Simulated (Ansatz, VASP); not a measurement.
GaN in VASP and in Ansatz

INCAR

```
SYSTEM = GaN
PREC = Accurate
ENCUT = 600
EDIFF = 1E-6
ISMEAR = -1
SIGMA = 0.02
LREAL = .FALSE.
LASPH = .TRUE.
NELM = 60
ALGO = Normal
ISIF = 3
LWAVE = .FALSE.
LCHARG = .FALSE.
IBRION = 2
NSW = 60
EDIFFG = -0.005
```

KPOINTS

```
regular mesh
0
G
  13 13 13
  0 0 0
```

POSCAR

```
GaN
1.0
    0.0000000000      2.1670925389      2.1670925389
    2.1670925389      0.0000000000      2.1670925389
    2.1670925389      2.1670925389      0.0000000000
Ga N
1 1
Direct
    0.0000000000      0.0000000000      0.0000000000
    0.2500000000      0.2500000000      0.2500000000
```

Input for Ansatz:

```yaml
crystal:
  lattice:
    - [0.0, 2.1670925389, 2.1670925389]
    - [2.1670925389, 0.0, 2.1670925389]
    - [2.1670925389, 2.1670925389, 0.0]
  atoms:
    - { symbol: Ga, position: [0.0, 0.0, 0.0] }
    - { symbol: "N", position: [0.25, 0.25, 0.25] }
kpoints:
  mp_grid: { grid: [13, 13, 13] }
scf:
  occupations: { method: fermi_dirac, width: 0.02 }
hamiltonian:
  xc: lda
  pseudopotentials: { kind: paw }
output:
  forces: true
  stress: true
relax:
  f_tol: 0.005
  max_steps: 40
  cell: {}
```

Alike in both runs: task relaxation of cell and atoms; functional LDA; k mesh 13 × 13 × 13; occupations fermi-dirac, width 0.02 eV; no spin polarisation.

```csv
,VASP,Ansatz
version,VASP 6.6.1,Ansatz 0.2.0
potentials or method,"VASP PAW LDA potentials, release 64 (Ga_d, N)","PAW with Ansatz's default frozen-core files, scalar-relativistic"
plane-wave cutoff (eV),600,420
valence electrons in the cell,18,18
```

```tsv
	VASP	Ansatz	Ansatz less VASP
relaxed volume (Å³/atom)	11.11	11.05	-0.059
relaxed length of the cell vector where the two differ most in proportion (Å)	3.156	3.150	-0.0056
```

LDA's correlation is that of Perdew and Zunger in VASP and of Perdew and Wang (1992) in Ansatz.
